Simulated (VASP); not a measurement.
Input of a VASP 6.6.1 run:

File INCAR:

```
SYSTEM = Ir
ALGO     = Normal         ! electronic algorithm
EDIFF    = 1E-6           ! SCF threshold, eV
ENCUT    = 400            ! plane-wave cutoff, eV
GGA      = CA             ! functional
GGA_COMPAT= .FALSE.      
ISIF     = 2              ! what is computed and relaxed
ISMEAR   = 1              ! smearing method
LASPH    = .TRUE.         ! aspherical terms in the spheres
LCHARG   = .FALSE.        ! write CHGCAR
LREAL    = .FALSE.        ! projectors in reciprocal space
LWAVE    = .FALSE.        ! write WAVECAR
NELM     = 120            ! most SCF steps
PREC     = Accurate       ! precision mode
SIGMA    = 0.1            ! smearing width, eV
```

KPOINTS

```
k-points
0
Gamma
  14 14 8
```

File POSCAR:

```
Ir
1.0
    2.7513778946      0.0000000000      0.0000000000
   -1.3756889473      2.3827631521      0.0000000000
    0.0000000000      0.0000000000      4.4622900000
Ir
2
Direct
    0.3333333333      0.6666666667      0.2500000000
    0.6666666667      0.3333333333      0.7500000000
```

Potentials or basis: VASP PAW LDA potentials, release 64 (Ir).

The run is started by

```sh
$ cat potpaw_LDA.64/Ir/POTCAR > POTCAR
$ mpirun -np 1 vasp_std > vasp.out
```

Q: What does it give for the band gap on the k mesh?

A: Zero (bands 9 and 10 overlap by 3.16 eV).

Q: Predict the pressure.

A: -15.8 GPa.

Stress tensor (GPa, compression positive):
```
-15.71   0.00   0.00
  0.00 -15.71   0.00
  0.00   0.00 -16.09
```

Caveat: the cell stands under tension; spin-orbit coupling is left out, which moves the levels of the heavy elements.
